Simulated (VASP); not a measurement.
A run of VASP 6.6.1:

Contents of INCAR:

```
SYSTEM = Fe
  ALGO = Normal
  EDIFF = 1E-6
  ENCUT = 690
  GGA = PS
  GGA_COMPAT = .False.
  ISIF = 2
  ISMEAR = -1
  ISPIN = 2
  LASPH = .True.
  LCHARG = .True.
  LDAU = .True.
  LDAUJ = 0
  LDAUL = 2
  LDAUPRINT = 1
  LDAUTYPE = 2
  LDAUU = 5.3
  LELF = .True.
  LMAXMIX = 4
  LORBIT = 11
  LREAL = .False.
  LVHAR = .True.
  LWAVE = .False.
  MAGMOM = 1.23
  NBANDS = 18
  NELM = 200
  NUPDOWN = 1.23
  PREC = Accurate
  SIGMA = 0.1
```

File KPOINTS:

```
k-points
0
Gamma
  12 12 12
  0 0 0
```

The input POSCAR:

```
Fe
1.0
   -1.4455000000      1.4455000000      1.4455000000
    1.4455000000     -1.4455000000      1.4455000000
    1.4455000000      1.4455000000     -1.4455000000
Fe
1
Direct
    0.0000000000      0.0000000000      0.0000000000
```

Potentials or basis: VASP PAW PBE potentials, release 64 (Fe_sv).

Command:

```console
$ cat potpaw_PBE.64/Fe_sv/POTCAR > POTCAR
$ mpirun -np 1 vasp_std > vasp.out
```

Hardware: 1 thread of AMD EPYC 9R45 96-Core Processor (Zen 5), on a shared host.

**Question.** How long does it take, and how much memory?

**Answer.** It took 32 s on 1 thread of AMD EPYC 9R45 96-Core Processor (Zen 5), with other jobs on the host, peak memory 0.14 GiB. Counts: scf iterations 15, k points 72.
